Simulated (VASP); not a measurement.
Mo:

```
Mo
1.0
    -1.58381    1.58381    1.58381
     1.58381   -1.58381    1.58381
     1.58381    1.58381   -1.58381
Mo
1
Direct
  0.00000 0.00000 0.00000
```

```yaml
Program: VASP 6.6.1
Task: relaxation of cell and atoms
Functional: BLYP
Potentials_or_basis: VASP PAW PBE potentials, release 64 (Mo_sv)
Cutoff: 600 eV
k_mesh: 12 × 12 × 12
Occupations: fermi-dirac, width 0.05 eV
Spin: no spin polarisation
```

At the start: pressure 8.9 GPa; volume 15.89 Å³/atom.

**Question.** How do energy, volume and symmetry change on relaxing?

**Answer.** Over 4 steps the energy falls by 15.4 meV/atom and the volume is 16.47 Å³/atom (+3.6 %); space group Im-3m (No. 229, to 0.1 Å) before and after.

The path:
| step | energy change (eV) | largest force (eV/Å) | pressure (GPa) | volume (Å³) |
| --- | --- | --- | --- | --- |
| 1 | 0.0000 | 0.0000 | 8.94 | 15.89 |
| 2 | 0.0764 | 0.0000 | -17.38 | 18.02 |
| 3 | -0.0154 | 0.0000 | -0.24 | 16.48 |
| 4 | -0.0154 | 0.0000 | -0.06 | 16.47 |

Final structure:
```
Mo
1.0
    -1.60265    1.60265    1.60265
     1.60265   -1.60265    1.60265
     1.60265    1.60265   -1.60265
Mo
1
Direct
  0.00000 0.00000 0.00000
```

Caveat: the PAW data sets were made with another functional, which shifts forces and pressure a little.
